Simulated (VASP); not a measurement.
Write the native input for VASP 6.6.1 that does the following.

```
Task                   : single point
Functional             : PBE
Potentials or basis    : VASP PAW PBE potentials, release 64 (Ba_sv, Ti_sv, O)
Cutoff                 : 520 eV
k mesh                 : 8 × 8 × 6
Occupations            : gaussian, width 0.02 eV
Spin                   : no spin polarisation
Dipole correction      : no
Further INCAR settings : ALGO = Normal; EDIFF = 1e-06; NBANDS = 28
```

The structure of BaTiO3 lies in POSCAR:

```
BaTiO3
1.0
    4.1050132901      0.0000000000      0.0000000000
    0.0000000000      4.1050132901      0.0000000000
    0.0000000000      0.0000000000      4.3264971309
Ba Ti O
1 1 3
Direct
    0.5000000000      0.5000000000      0.6048510521
    0.0000000000      0.0000000000      0.1145402535
    0.0000000000      0.5000000000      0.0574081972
    0.5000000000      0.0000000000      0.0574081972
    0.0000000000      0.0000000000      0.5257892901
```

These files were run (other wordings do the same):

INCAR

```
ALGO = Normal ; EDIFF = 1E-6
ENCUT = 520 ; GGA = PE
ISIF = 2 ; ISMEAR = 0
LASPH = T ; LCHARG = F
LREAL = F ; LWAVE = F
NBANDS = 28 ; NELM = 80
PREC = Accurate ; SIGMA = 0.02
```

KPOINTS

```
k-points
0
Gamma
  8 8 6
```

Potentials or basis: VASP PAW PBE potentials, release 64 (Ba_sv, Ti_sv, O).

Run with:

```console
$ cat potpaw_PBE.64/Ba_sv/POTCAR potpaw_PBE.64/Ti_sv/POTCAR potpaw_PBE.64/O/POTCAR > POTCAR
$ mpirun -np 1 vasp_std > vasp.out
```

Results of the run:

```yaml
Pressure: -7.6 GPa
Largest_force: 0.121 eV/Å
Band_gap_on_the_k_mesh: 1.70 eV, indirect (least direct gap 2.27 eV)
```

Caveat: spin-orbit coupling is left out, which moves the levels of the heavy elements.

It took 2.5 min on 1 thread of Intel Xeon 8259CL, on a shared host, peak memory 0.26 GiB.
